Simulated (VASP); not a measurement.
A run of VASP 6.6.1 is set up as follows.

The input INCAR:

```
SYSTEM = CuO
PREC = Accurate ; ENCUT = 520
EDIFF = 1E-6 ; ISMEAR = -1
SIGMA = 0.05 ; LREAL = .FALSE.
LASPH = .TRUE. ; NELM = 80
ALGO = Normal ; ISIF = 2
LWAVE = .FALSE. ; LCHARG = .FALSE.
GGA = PE ; NBANDS = 16
```

File KPOINTS:

```
Automatic mesh
0
G
  10 10 10
  0 0 0
```

The input POSCAR:

```
CuO
1.0
    2.5908911960      0.0000000000      0.0000000000
    0.0000000000      2.5908911960      0.0000000000
    0.0000000000      0.0000000000      2.5908911960
Cu O
1 1
Direct
    0.0000000000      0.0000000000      0.0000000000
    0.5000000000      0.5000000000      0.5000000000
```

Potentials or basis: VASP PAW PBE potentials, release 64 (Cu, O).

The run is started by

```console
$ cat potpaw_PBE.64/Cu/POTCAR potpaw_PBE.64/O/POTCAR > POTCAR
$ mpirun -np 1 vasp_std > vasp.out
```

Question: What does it give for the pressure?

Answer: 10.2 GPa.

Caveat: an odd number of electrons without spin polarisation forces a metal; a magnetic or distorted state may lie lower.
